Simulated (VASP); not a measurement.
GaN:

```
Ga N
1.0
     0.00000    2.25350    2.25350
     2.25350    0.00000    2.25350
     2.25350    2.25350    0.00000
Ga N
1 1
Direct
  0.97602 0.98969 0.03985
  0.74900 0.73503 0.76479
```

| Item | Value |
| --- | --- |
| Program | VASP 6.6.1 |
| Task | relaxation of the atoms |
| Functional | PBE |
| Potentials or basis | VASP PAW PBE potentials, release 64 (Ga_d, N) |
| Cutoff | 520 eV |
| k mesh | 6 × 6 × 6 |
| Occupations | gaussian, width 0.01 eV |
| Spin | no spin polarisation |

At the start: pressure 5.6 GPa; volume 11.44 Å³/atom.

Q: How do energy, volume and symmetry change on relaxing?

A: Over 7 steps the energy falls by 19.4 meV/atom; space group Cm (No. 8, to 0.1 Å) before, F-43m (No. 216, to 0.1 Å).

The path:
```tsv
step	energy change (eV)	largest force (eV/Å)	pressure (GPa)
1	0.0000	1.0098	5.64
2	-0.0358	0.2642	5.12
3	-0.0380	0.1430	5.08
4	-0.0388	0.0290	5.06
5	-0.0389	0.0182	5.03
6	-0.0389	0.0184	5.03
7	-0.0389	0.0037	5.03
```

Final structure:
```xyz
2
Lattice="0.0000 2.2535 2.2535 2.2535 0.0000 2.2535 2.2535 2.2535 0.0000" Properties=species:S:1:pos:R:3 pbc="T T T"
Ga    2.2866    2.2870    4.4503
N     3.4133    3.4135    3.3236
```
